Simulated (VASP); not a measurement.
A run of VASP 6.6.1:

INCAR

```
  PREC = Accurate
  ENCUT = 520
  EDIFF = 1E-7
  ISMEAR = -1
  SIGMA = 0.05
  LREAL = F
  LASPH = T
  NELM = 60
  ALGO = Normal
  ISIF = 2
  LWAVE = F
  LCHARG = F
  NBANDS = 48
```

KPOINTS

```
Automatic mesh
0
Gamma
  5 5 7
```

Contents of POSCAR:

```
YAlCu
1.0
    7.2021447493      0.0000000000      0.0000000000
   -3.6010728876      6.2372402061      0.0000000000
    0.0000000000      0.0000000000      4.1085397134
Y Al Cu
3 3 3
Direct
    0.0000000000      0.4141860000      0.5000000000
    0.5858140000      0.5858140000      0.5000000000
    0.4141860000      0.0000000000      0.5000000000
    0.0000000000      0.7673690000      0.0000000000
    0.2326310000      0.2326310000      0.0000000000
    0.7673690000      0.0000000000      0.0000000000
    0.3333333333      0.6666666667      0.0000000000
    0.6666666667      0.3333333333      0.0000000000
    0.0000000000      0.0000000000      0.5000000000
```

Potentials or basis: VASP PAW LDA potentials, release 64 (Y_sv, Al, Cu).

The run is started by

```console
$ cat potpaw_LDA.64/Y_sv/POTCAR potpaw_LDA.64/Al/POTCAR potpaw_LDA.64/Cu/POTCAR > POTCAR
$ mpirun -np 1 vasp_std > vasp.out
```

Hardware: 1 thread of AMD EPYC 7R43 64-Core Processor (Zen 3), with other jobs on the host.

**Question.** Estimate the wall time of this run.

**Answer.** It took 4.7 min on 1 thread of AMD EPYC 7R43 64-Core Processor (Zen 3), on a shared host, peak memory 0.3 GiB. Counts: scf iterations 19, k points 20.
